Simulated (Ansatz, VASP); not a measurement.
**One calculation of Si, two programs**

File INCAR:

```
SYSTEM = Si
ALGO = Normal
EDIFF = 1E-6
ENCUT = 520
GGA = PS
ISIF = 2
ISMEAR = 0
LASPH = .TRUE.
LCHARG = .TRUE.
LELF = .TRUE.
LREAL = .FALSE.
LVHAR = .TRUE.
LWAVE = .FALSE.
NBANDS = 26
NELM = 80
PREC = Accurate
SIGMA = 0.15
```

KPOINTS

```
k-points
0
G
  10 10 10
  0 0 0
```

The input POSCAR:

```
Si
1.0
   -3.3710436519      3.3710436519      3.2122674959
    3.3710436519     -3.3710436519      3.2122674959
    3.3710436519      3.3710436519     -3.2122674959
Si
8
Direct
    0.2047947401      0.2047947401      0.2047947401
    0.5000000000      0.0000000000      0.2952052599
    0.2952052599      0.5000000000      0.0000000000
    0.0000000000      0.2952052599      0.5000000000
    0.7952052599      0.7952052599      0.7952052599
    0.5000000000      0.0000000000      0.7047947401
    0.7047947401      0.5000000000      0.0000000000
    0.0000000000      0.7047947401      0.5000000000
```

Input for Ansatz:

```yaml
crystal:
  lattice:
    - [-3.3710436519, 3.3710436519, 3.2122674959]
    - [3.3710436519, -3.3710436519, 3.2122674959]
    - [3.3710436519, 3.3710436519, -3.2122674959]
  atoms:
    - { symbol: Si, position: [0.2047947401, 0.2047947401, 0.2047947401] }
    - { symbol: Si, position: [0.5, 0.0, 0.2952052599] }
    - { symbol: Si, position: [0.2952052599, 0.5, 0.0] }
    - { symbol: Si, position: [0.0, 0.2952052599, 0.5] }
    - { symbol: Si, position: [0.7952052599, 0.7952052599, 0.7952052599] }
    - { symbol: Si, position: [0.5, 0.0, 0.7047947401] }
    - { symbol: Si, position: [0.7047947401, 0.5, 0.0] }
    - { symbol: Si, position: [0.0, 0.7047947401, 0.5] }
basis:
  ecutwfc: 420
kpoints:
  mp_grid: { grid: [10, 10, 10] }
hamiltonian:
  xc: pbesol
  pseudopotentials: { kind: paw, azcp: { folder: soft_1 } }
scf:
  occupations: { method: gaussian, width: 0.15 }
output:
  forces: true
  stress: true
  eigenvalues: true
```

Alike in both runs: task single point; functional PBEsol; k mesh 10 × 10 × 10; occupations gaussian, width 0.15 eV; no spin polarisation.

```csv
,VASP,Ansatz
version,VASP 6.6.1,Ansatz 0.2.0
potentials or method,"VASP PAW PBE potentials, release 64 (Si), cutoff 520 eV","scalar-relativistic, plane waves, PAW"
valence electrons in the cell,32,32
```

```csv
,VASP,Ansatz,Ansatz less VASP
gap on the k mesh at the Fermi level (eV),none,none,-
pressure (GPa),-1.3,-1.4,-0.12
"traceless stress, the component that is largest in VASP (GPa)",4.51,4.50,-0.007
rms of the force components (eV/Å),0.176,0.175,-0.0006
```

VASP's potentials were made for PBE, not for PBEsol, and Ansatz warns of the same on its side. Atom by atom the forces differ by 0.006 eV/Å (rms over components). A gap of «none» marks a metal or a gap that the smearing closes. With one functional, cell and mesh, what is left measures potentials, basis and numerics.
